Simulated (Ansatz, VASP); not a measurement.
**AlP in VASP and in Ansatz**

```
Al P
1.0
     0.00000    2.72550    2.72550
     2.72550    0.00000    2.72550
     2.72550    2.72550    0.00000
Al P
1 1
Direct
  0.00000 0.00000 0.00000
  0.25000 0.25000 0.25000
```

Alike in both runs: task single point; functional PBE; k mesh 6 × 6 × 6; no spin polarisation.

```csv
,VASP,Ansatz
version,VASP 6.6.1,Ansatz 0.2.0
potentials or method,"VASP PAW PBE potentials, release 64 (Al, P)","plane waves, PAW"
plane-wave cutoff (eV),500,420
occupations,"gaussian, width 0.01 eV",fixed
valence electrons in the cell,8,8
```

|  | VASP | Ansatz | Ansatz less VASP |
| --- | --- | --- | --- |
| gap on the k mesh at the Fermi level (eV) | 1.57 | 1.57 | +0.002 |
